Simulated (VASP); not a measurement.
# Ni (Fm-3m) in VASP: single point with LDA

Aim: the single point of Ni with LDA.

All numbers are computed with VASP 6.6.1; they aren't measurements. Logs are shortened: lines on timing, memory, paths and dates and some standing lists are left out, and cuts for length are marked.

### 1 The cell of the first run

Symmetry: Fm-3m, No. 225, cubic system. The conventional cell has a = 3.537 Å, b = 3.537 Å, c = 3.537 Å, α = 90.00°, β = 90.00°, γ = 90.00°. Within 3.3 Å of Ni (site symmetry m-3m) lie 12 Ni at 2.50 Å.

### 2 Single point, LDA, collinear spin, ferromagnetic start

File INCAR:

```
  ALGO = Normal
  EDIFF = 1E-6
  ENCUT = 690
  GGA_COMPAT = False
  ISIF = 2
  ISMEAR = 0
  ISPIN = 2
  LASPH = True
  LCHARG = True
  LELF = True
  LMAXMIX = 4
  LORBIT = 11
  LREAL = False
  LVHAR = True
  LWAVE = False
  MAGMOM = 2
  NBANDS = 19
  NELM = 200
  PREC = Accurate
  SIGMA = 0.1
```

File KPOINTS:

```
k-points
0
Gamma
  12 12 12
```

File POSCAR:

```
Ni
1.0
    0.0000000000      1.7683500000      1.7683500000
    1.7683500000      0.0000000000      1.7683500000
    1.7683500000      1.7683500000      0.0000000000
Ni
1
Direct
    0.0000000000      0.0000000000      0.0000000000
```

Potentials or basis: VASP PAW LDA potentials, release 64 (Ni_sv_GW).

On the command line:

```console
$ cat potpaw_LDA.64/Ni_sv_GW/POTCAR > POTCAR
$ mpirun -np 1 vasp_std > vasp.out
```

OUTCAR:

```text
EDIFF = 1E-6
   ENCUT = 690
   ISIF = 2
   ISMEAR = 0
   ISPIN = 2
   LASPH = True
   LORBIT = 11
   LREAL = False
   NELM = 200
   PREC = Accurate

 ion  position               nearest neighbor table
   1  0.000  0.000  0.000-

  LATTYP: Found a face centered cubic cell.
 ALAT       =     3.5367000000

  Lattice vectors:

 A1 = (   0.0000000000,   1.7683500000,   1.7683500000)
 A2 = (   1.7683500000,   0.0000000000,   1.7683500000)
 A3 = (   1.7683500000,   1.7683500000,   0.0000000000)

Analysis of symmetry for initial positions (statically):
=====================================================================
 Subroutine PRICEL returns:
 Original cell was already a primitive cell.

 Routine SETGRP: Setting up the symmetry group for a
 face centered cubic supercell.

 Subroutine GETGRP returns: Found 48 space group operations
 (whereof 48 operations were pure point group operations)
 out of a pool of 48 trial point group operations.

The static configuration has the point symmetry O_h .

Analysis of symmetry for dynamics (positions and initial velocities):
=====================================================================
 Subroutine PRICEL returns:
 Original cell was already a primitive cell.

 Routine SETGRP: Setting up the symmetry group for a
 face centered cubic supercell.

 Subroutine GETGRP returns: Found 48 space group operations
 (whereof 48 operations were pure point group operations)
 out of a pool of 48 trial point group operations.

The dynamic configuration has the point symmetry O_h .

Analysis of structural, dynamic, and magnetic symmetry:
=====================================================================
 Subroutine PRICEL returns:
 Original cell was already a primitive cell.

 Routine SETGRP: Setting up the symmetry group for a
 face centered cubic supercell.

 Subroutine GETGRP returns: Found 48 space group operations
 (whereof 48 operations were pure point group operations)
 out of a pool of 48 trial point group operations.

The overall configuration has the point symmetry O_h .

 Subroutine INISYM returns: Found 48 space group operations
 (whereof 48 operations are pure point group operations),
 and found     1 'primitive' translations

----------------------------------------------------------------------------------------

                                     Primitive cell

  volume of cell :      11.0595

  direct lattice vectors                    reciprocal lattice vectors
     0.000000000  1.768350000  1.768350000    -0.282749456  0.282749456  0.282749456
     1.768350000  0.000000000  1.768350000     0.282749456 -0.282749456  0.282749456
     1.768350000  1.768350000  0.000000000     0.282749456  0.282749456 -0.282749456
[... 95 lines left out ...]
   EMIN   =  10.00;   EMAX   =-10.00  energy-range for DOS
   EFERMI =   0.00;   METHOD = LEGACY
   ISMEAR =     0;   SIGMA  =   0.10  broadening in eV -4-tet -1-fermi 0-gaus
   EFERMI_NEDOS =   21; number of points for ismear=-14 and -15
   IALGO  =     38    algorithm
   IMIX   =      4    mixing-type and parameters
     AMIX     =   0.40;   BMIX     =  1.00
     AMIX_MAG =   1.60;   BMIX_MAG =  1.00
  volume/ion in A,a.u.               =      11.06        74.63
  Fermi-wavevector in a.u.,A,eV,Ry     =   1.925695  3.639035 50.454487  3.708300
  Thomas-Fermi vector in A             =   2.959018
   LORBIT       =     11    0 simple, 1 ext, 2 COOP (PROOUT), +10 PAW based schemes
   GGA     = CA    functional components
   LHFCALC =     F    Hartree Fock is set to
   AEXX    =    0.0000 exact exchange contribution
   IVDW    =     0    specifies the selected vdW correction
   LEPSILON=     F    determine dielectric tensor
   LRPA    =     F    only Hartree local field effects (RPA)
 spin polarized calculation
 Gauss-broadening in eV      SIGMA  =   0.10
  energy-cutoff  :      690.00
  volume of cell :       11.06
 maximum number of plane-waves:       468
 NGX is ok and might be reduce to    24
   NGX = 11   NGY = 11   NGZ = 11

 number of electron      18.0000010 magnetization       0.6403782

 Free energy of the ion-electron system (eV)
  ---------------------------------------------------
  ext. energy  EPLUGINS =         0.00000000
  ---------------------------------------------------
  free energy    TOTEN  =        -7.39501041 eV

  energy without entropy =       -7.38384375  energy(sigma->0) =       -7.38942708

 E-fermi :   7.2237     XC(G=0): -14.2139

 val. band max:        7.2200496800   @ k =  -0.1667   0.1667   0.0000
 cond. band min:       7.2260221133   @ k =   0.4167   0.3333   0.0833
 fundamental gap:      0.0059724333
 Fermi energy:         7.2237471754

 spin component 1

 k-point     1 :       0.0000    0.0000    0.0000
  band No.  band energies     occupation
      1     -95.2520      1.00000
      2     -56.1142      1.00000
      3     -56.1142      1.00000
      4     -56.1142      1.00000
      5      -1.7478      1.00000
      6       4.8702      1.00000
[... 517 lines left out ...]
     18      48.5320      0.00000
     19      49.4771      0.00000

 [... further k-points ...]

 spin component 2

 k-point     1 :       0.0000    0.0000    0.0000
  band No.  band energies     occupation
      1     -94.4701      1.00000
      2     -55.3550      1.00000
      3     -55.3550      1.00000
      4     -55.3550      1.00000
      5      -1.7105      1.00000
      6       5.5291      1.00000
[... 517 lines left out ...]
     18      48.6446      0.00000
     19      49.6075      0.00000

 [... further k-points ...]
[... 5 lines left out ...]
  --------------------------------------------------------------------------------------
  -------------------------------------------------------------------------------------
  Total       -1.3955046     -1.3955046     -1.3955046     -0.0000000     -0.0000000      0.0000000
  in kB     -202.1655570   -202.1655570   -202.1655570     -0.0000000     -0.0000000      0.0000000
  external PRESSURE =    -202.1655570 kB  Pullay stress =       0.0000000 kB

 VOLUME and BASIS-vectors are now :
 -----------------------------------------------------------------------------
  energy-cutoff  :      690.00
  volume of cell :       11.06
      direct lattice vectors                 reciprocal lattice vectors
     0.000000000  1.768350000  1.768350000    -0.282749456  0.282749456  0.282749456
     1.768350000  0.000000000  1.768350000     0.282749456 -0.282749456  0.282749456
     1.768350000  1.768350000  0.000000000     0.282749456  0.282749456 -0.282749456

 POSITION                                       TOTAL-FORCE (eV/Angst)
 -----------------------------------------------------------------------------------
      0.00000      0.00000      0.00000         0.000000      0.000000      0.000000
 -----------------------------------------------------------------------------------
    total drift:                                0.000000      0.000000     -0.000000

  FREE ENERGIE OF THE ION-ELECTRON SYSTEM (eV)
  ---------------------------------------------------
  free  energy   TOTEN  =        -7.3950104117 eV

  energy  without entropy=       -7.3838437537  energy(sigma->0) =       -7.38942708

 total charge

# of ion       s       p       d       f       tot
--------------------------------------------------
    1        2.238   6.282   7.810   0.004  16.335

 magnetization (x)

# of ion       s       p       d       f       tot
--------------------------------------------------
    1       -0.001  -0.012   0.683  -0.000   0.670
```

Wall time 45 s (1 thread of Intel Xeon Platinum 8259CL at 2.50GHz (Skylake/Cascade Lake), shared host); peak memory 0.17 GiB.

What came out:

```yaml
Free_energy: -7.3950 eV
Pressure: -20.2 GPa
Net_moment: 0.64 μB per cell
Site_moments: Ni +0.67 μB
Valence_electrons_inside_the_program's_atomic_spheres: Ni 16.34
```

Caveat: the cell stands under tension.
